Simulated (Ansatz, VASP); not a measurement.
## Ga3Sb: VASP beside Ansatz

Contents of INCAR:

```
PREC     = Accurate       # precision mode
ENCUT    = 520            # plane-wave cutoff, eV
EDIFF    = 1E-6           # SCF threshold, eV
ISMEAR   = 0              # smearing method
SIGMA    = 0.15           # smearing width, eV
LREAL    = F              # projectors in reciprocal space
LASPH    = T              # aspherical terms in the spheres
NELM     = 100            # most SCF steps
ALGO     = Fast           # electronic algorithm
ISIF     = 2              # what is computed and relaxed
LWAVE    = F              # write WAVECAR
LCHARG   = T              # write CHGCAR
GGA      = PS             # functional
LELF     = T              # ELF
LVHAR    = T            
NBANDS   = 30             # bands
```

KPOINTS

```
Automatic mesh
0
Gamma
  16 16 16
```

Contents of POSCAR:

```
Ga3Sb
1.0
   -2.3156291093      1.9429991377      4.5452891320
    2.3156291093     -1.9429991377      4.5452891320
    2.3156291093      1.9429991377     -4.5452891320
Ga Sb
3 1
Direct
    0.7500000000      0.2500000000      0.5000000000
    0.2500000000      0.7500000000      0.5000000000
    0.5000000000      0.5000000000      0.0000000000
    0.0000000000      0.0000000000      0.0000000000
```

Input for Ansatz:

```yaml
crystal:
  lattice:
    - [-2.3156291093, 1.9429991377, 4.545289132]
    - [2.3156291093, -1.9429991377, 4.545289132]
    - [2.3156291093, 1.9429991377, -4.545289132]
  atoms:
    - { symbol: Ga, position: [0.75, 0.25, 0.5] }
    - { symbol: Ga, position: [0.25, 0.75, 0.5] }
    - { symbol: Ga, position: [0.5, 0.5, 0.0] }
    - { symbol: Sb, position: [0.0, 0.0, 0.0] }
basis:
  ecutwfc: 420
kpoints:
  mp_grid: { grid: [16, 16, 16] }
hamiltonian:
  xc: pbesol
scf:
  occupations: { method: gaussian, width: 0.15 }
output:
  forces: true
  stress: true
  eigenvalues: true
```

Change from the starting cell: strain +0.0875 x Voigt [1, -1, 0, 0, 0, 0], atoms carried along.

Alike in both runs: task single point; functional PBEsol; k mesh 16 × 16 × 16; occupations gaussian, width 0.15 eV; no spin polarisation.

|  | VASP | Ansatz |
| --- | --- | --- |
| version | VASP 6.6.1 | Ansatz 0.2.0 |
| potentials or method | VASP PAW PBE potentials, release 64 (Ga_d, Sb), cutoff 520 eV | scalar-relativistic, plane waves, PAW |
| valence electrons in the cell | 44 | 54 |

Ansatz gave:

* gap on the k mesh at the Fermi level (eV): none
* pressure (GPa): 0.2
* traceless stress, the component that is largest in VASP (GPa): -0.06
* rms of the force components (eV/Å): 0.060

Task: Estimate VASP's values.

Result: gap on the k mesh at the Fermi level (eV): none; pressure (GPa): 0.2; traceless stress, the component that is largest in VASP (GPa): -0.06; rms of the force components (eV/Å): 0.061.

VASP's potentials were made for PBE, not for PBEsol. Atom by atom the forces differ by 0.001 eV/Å (rms over components). A gap of «none» marks a metal or a gap that the smearing closes. VASP's potentials hold 44 valence electrons a cell and Ansatz's 54, so a difference there can come from the potentials and not from the codes.

Spin-orbit coupling is off throughout.
